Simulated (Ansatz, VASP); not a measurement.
One calculation of Al12HO, two programs

File INCAR:

```
ALGO = Fast ; DIPOL = 0.5 0.5 0.289
EDIFF = 1E-6 ; ENCUT = 520
GGA = PE ; IDIPOL = 3
ISIF = 2 ; ISMEAR = 0
ISPIN = 2 ; LASPH = True
LCHARG = True ; LDIPOL = True
LELF = True ; LORBIT = 11
LREAL = False ; LVACPOTAV = True
LVHAR = True ; LWAVE = False
MAGMOM = 0 0 0 0 0 0 0 0 0 0 0 0 1 0 ; NBANDS = 38
NELM = 150 ; PREC = Accurate
SIGMA = 0.1
```

KPOINTS

```
k-points
0
Gamma
  5 5 1
```

Contents of POSCAR:

```
Al12HO
1.0
    5.7143028096      0.0000000000      0.0000000000
    0.0000000000      5.7143028096      0.0000000000
    0.0000000000      0.0000000000     22.1750227687
Al O H
12 1 1
Direct
    0.2500000000      0.2500000000      0.1803831293
    0.2500000000      0.7500000000      0.1803831293
    0.7500000000      0.2500000000      0.1803831293
    0.7500000000      0.7500000000      0.1803831293
    0.0000000000      0.0000000000      0.2744094920
    0.0000000000      0.5000000000      0.2744094920
    0.5000000000      0.0000000000      0.2744094920
    0.5000000000      0.5000000000      0.2744094920
    0.2500000000      0.2500000000      0.3686590473
    0.2500000000      0.7500000000      0.3686590473
    0.7500000000      0.2500000000      0.3686590473
    0.7500000000      0.7500000000      0.3686590473
    0.5000000000      0.5000000000      0.3659533004
    0.6071648556      0.6071648556      0.3885011916
```

Input for Ansatz:

```yaml
crystal:
  lattice:
    - [5.7143028096, 0.0, 0.0]
    - [0.0, 5.7143028096, 0.0]
    - [0.0, 0.0, 22.1750227687]
  atoms:
    - { symbol: Al, position: [0.25, 0.25, 0.1803831293] }
    - { symbol: Al, position: [0.25, 0.75, 0.1803831293] }
    - { symbol: Al, position: [0.75, 0.25, 0.1803831293] }
    - { symbol: Al, position: [0.75, 0.75, 0.1803831293] }
    - { symbol: Al, position: [0.0, 0.0, 0.274409492] }
    - { symbol: Al, position: [0.0, 0.5, 0.274409492] }
    - { symbol: Al, position: [0.5, 0.0, 0.274409492] }
    - { symbol: Al, position: [0.5, 0.5, 0.274409492] }
    - { symbol: Al, position: [0.25, 0.25, 0.3686590473] }
    - { symbol: Al, position: [0.25, 0.75, 0.3686590473] }
    - { symbol: Al, position: [0.75, 0.25, 0.3686590473] }
    - { symbol: Al, position: [0.75, 0.75, 0.3686590473] }
    - { symbol: O, position: [0.5, 0.5, 0.3659533004], spin: 1.0 }
    - { symbol: H, position: [0.6071648556, 0.6071648556, 0.3885011916] }
basis:
  ecutwfc: 420
kpoints:
  mp_grid: { grid: [5, 5, 1] }
hamiltonian:
  xc: pbe
scf:
  occupations: { method: gaussian, width: 0.1 }
output:
  forces: true
  eigenvalues: true
  populations: true
magnetization:
  spin_polarized: true
efield:
  axis: 3
  dipole_correction: true
  ramp_width: 0.04
```

Alike in both runs: task single point; functional PBE; k mesh 5 × 5 × 1; occupations gaussian, width 0.1 eV; collinear spin.

|  | VASP | Ansatz |
| --- | --- | --- |
| version | VASP 6.6.1 | Ansatz 0.2.0 |
| potentials or method | VASP PAW PBE potentials, release 64 (Al, O, H), cutoff 520 eV | scalar-relativistic, plane waves, PAW |
| valence electrons in the cell | 43 | 43 |

|  | VASP | Ansatz | Ansatz less VASP |
| --- | --- | --- | --- |
| gap on the k mesh at the Fermi level (eV) | none | none | - |
| rms of the force components (eV/Å) | 2.832 | 2.835 | +0.0031 |
| net moment per atom (μB) | 0.00 | 0.00 | 0.000 |
| work function, face that differs most (eV) | 4.36 | 4.36 | -0.002 |

Atom by atom the forces differ by 0.045 eV/Å (rms over components). A gap of «none» marks a metal or a gap that the smearing closes. Ansatz's warnings: seeded moment not kept.
